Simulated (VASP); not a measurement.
The system is Rh.

```
Rh
1.0
     0.00000    1.90000    1.90000
     1.90000    0.00000    1.90000
     1.90000    1.90000    0.00000
Rh
1
Direct
  0.00000 0.00000 0.00000
```

* Program: VASP 6.6.1
* Task: relaxation of cell and atoms
* Functional: PBE
* Potentials or basis: VASP PAW PBE potentials, release 64 (Rh_pv)
* Cutoff: 500 eV
* k mesh: 9 × 9 × 9
* Occupations: gaussian, width 0.05 eV
* Spin: no spin polarisation

At the start: pressure 6.6 GPa; volume 13.72 Å³/atom.

Task: Where does the relaxation end?

Result: Over 3 steps the energy falls by 6.6 meV/atom and the volume is 14.06 Å³/atom (+2.5 %); space group Fm-3m (No. 225, to 0.1 Å) before and after.

Step by step:
| step | energy change (eV) | largest force (eV/Å) | pressure (GPa) | volume (Å³) |
| --- | --- | --- | --- | --- |
| 1 | 0.0000 | 0.0000 | 6.56 | 13.72 |
| 2 | 0.0271 | 0.0000 | -12.51 | 14.86 |
| 3 | -0.0066 | 0.0000 | -0.12 | 14.06 |

Final structure:
```yaml
crystal:
  lattice:
    - [0.00000, 1.91551, 1.91551]
    - [1.91551, 0.00000, 1.91551]
    - [1.91551, 1.91551, 0.00000]
  atoms:
    - { symbol: Rh, position: [0.00000, 0.00000, 0.00000] }
```
